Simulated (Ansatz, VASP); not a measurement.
One calculation of W3C, two programs

```
W C
1.0
     2.85459    0.00000    0.00000
    -1.42730    2.47215    0.00000
     0.00000    0.00000   21.69711
W C
3 1
Direct
  0.66667 0.33333 0.18436
  0.33333 0.66667 0.29260
  0.00000 0.00000 0.40084
  0.33333 0.66667 0.55893
```

Alike in both runs: task single point; functional PBE; k mesh 9 × 9 × 1; occupations gaussian, width 0.1 eV; no spin polarisation.

|  | VASP | Ansatz |
| --- | --- | --- |
| version | VASP 6.6.1 | Ansatz 0.2.0 |
| potentials or method | VASP PAW PBE potentials, release 64 (W_sv, C), cutoff 520 eV | scalar-relativistic, plane waves, PAW |
| valence electrons in the cell | 46 | 46 |

```tsv
	VASP	Ansatz	Ansatz less VASP
gap on the k mesh at the Fermi level (eV)	none	none	-
rms of the force components (eV/Å)	0.327	0.322	-0.0041
```

Atom by atom the forces differ by 0.009 eV/Å (rms over components). A gap of «none» marks a metal or a gap that the smearing closes. The functional is the same, so the differences come from potentials, cutoffs and numerics.

Spin-orbit coupling is off throughout.
